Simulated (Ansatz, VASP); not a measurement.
## CdSe: VASP beside Ansatz

```xyz
4
Lattice="4.4002 0.0000 0.0000 -2.2001 3.7592 0.0000 0.0000 0.0000 7.0767" Properties=species:S:1:pos:R:3 pbc="T T T"
Cd    0.0000    2.5095    0.0268
Cd    2.2001    1.2497    3.5651
Se    0.0000    2.4883    2.6977
Se    2.2001    1.2709    6.2360
```

Change from the starting cell: uniaxial_x strain +1.4%.

Alike in both runs: task single point; functional PBE; k mesh 12 × 12 × 4; occupations fermi-dirac, width 0.02 eV; no spin polarisation.

|  | VASP | Ansatz |
| --- | --- | --- |
| version | VASP 6.6.1 | Ansatz 0.2.0 |
| potentials or method | VASP PAW PBE potentials, release 64 (Cd, Se) | plane waves, PAW |
| plane-wave cutoff (eV) | 520 | 420 |
| valence electrons in the cell | 36 | 72 |

```tsv
	VASP	Ansatz	Ansatz less VASP
pressure (GPa)	1.0	0.8	-0.26
traceless stress, the component that is largest in VASP (GPa)	-0.30	-0.30	+0.001
```

VASP's potentials hold 36 valence electrons a cell and Ansatz's 72, so a difference there can come from the potentials and not from the codes.
